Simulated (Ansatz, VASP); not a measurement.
Two plane-wave programs on As

```
CELL_PARAMETERS angstrom
1.88080 1.08588 3.51406
-1.88080 1.08588 3.51406
0.00000 -2.17176 3.51406
ATOMIC_POSITIONS crystal
As 0.23549 0.23549 0.23549
As 0.77400 0.77400 0.77400
```

Alike in both runs: task single point; functional LDA; k mesh 14 × 14 × 14; occupations gaussian, width 0.02 eV; no spin polarisation.

|  | VASP | Ansatz |
| --- | --- | --- |
| version | VASP 6.6.1 | Ansatz 0.2.0 |
| potentials or method | VASP PAW LDA potentials, release 64 (As), cutoff 520 eV | scalar-relativistic, plane waves, PAW |
| valence electrons in the cell | 10 | 30 |

Ansatz gave:

```
pressure (GPa)                                                : -3.6
traceless stress, the component that is largest in VASP (GPa) : -1.60
rms of the force components (eV/Å)                            : 0.299
```

Problem. What did VASP give for the same quantities?

Solution. Pressure (GPa): -3.3; traceless stress, the component that is largest in VASP (GPa): -1.66; rms of the force components (eV/Å): 0.265.

LDA's correlation is that of Perdew and Zunger in VASP and of Perdew and Wang (1992) in Ansatz. Atom by atom the forces differ by 0.035 eV/Å (rms over components). VASP's potentials hold 10 valence electrons a cell and Ansatz's 30, so a difference there can come from the potentials and not from the codes. Ansatz's warnings: stress scf threshold loose.
